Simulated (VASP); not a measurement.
The system is PtS2.

```
Pt S
1.0
     3.91086    0.00000    0.00000
    -1.95543    3.38691    0.00000
     0.00000    0.00000   10.30803
Pt S
2 4
Direct
  0.33333 0.66667 0.69604
  0.66667 0.33333 0.19604
  0.33333 0.66667 0.03281
  0.66667 0.33333 0.53281
  0.33333 0.66667 0.37834
  0.66667 0.33333 0.87834
```

The cell was built from a structure type or drawn by symmetry, and may not be a known phase.

```yaml
Program: VASP 6.6.1
Task: relaxation of cell and atoms
Functional: PBE
Potentials_or_basis: VASP PAW PBE potentials, release 64 (Pt, S)
Cutoff: 600 eV
k_mesh: 6 × 6 × 2
Occupations: gaussian, width 0.1 eV
Spin: no spin polarisation
```

At the start: pressure -15.8 GPa; volume 22.76 Å³/atom.

Q: How do energy, volume and symmetry change on relaxing?

A: Over 16 steps the energy falls by 782.5 meV/atom and the volume is 19.35 Å³/atom (-15.0 %); space group P6_3mc (No. 186, to 0.1 Å) before, P6_3/mmc (No. 194, to 0.1 Å).

The path:
```tsv
step	energy change (eV)	largest force (eV/Å)	pressure (GPa)	volume (Å³)
1	0.0000	1.9794	-15.78	136.54
2	-2.9359	2.1922	7.40	96.85
3	-2.9638	2.2312	3.87	99.26
4	-3.8510	0.7472	11.92	94.72
5	-3.8509	0.6806	12.74	94.47
6	-4.3407	1.2353	-5.21	110.41
7	-4.3761	1.0996	-2.18	106.61
8	-4.5950	0.5442	-0.46	108.68
9	-4.6687	0.0615	1.52	110.49
10	-4.6705	0.0992	1.90	110.80
11	-4.6817	0.2532	-1.52	115.71
12	-4.6867	0.1505	-0.36	113.89
13	-4.6909	0.0999	-0.18	114.55
14	-4.6933	0.0443	0.04	115.38
15	-4.6934	0.0406	0.08	115.56
16	-4.6948	0.0232	-0.08	116.08
```

Final structure:
```
CELL_PARAMETERS angstrom
3.51546 0.00000 0.00000
-1.75773 3.04447 0.00000
0.00000 0.00000 10.84596
ATOMIC_POSITIONS crystal
Pt 0.33333 0.66667 0.70294
Pt 0.66667 0.33333 0.20294
S 0.33333 0.66667 0.07515
S 0.66667 0.33333 0.57515
S 0.33333 0.66667 0.32911
S 0.66667 0.33333 0.82911
```
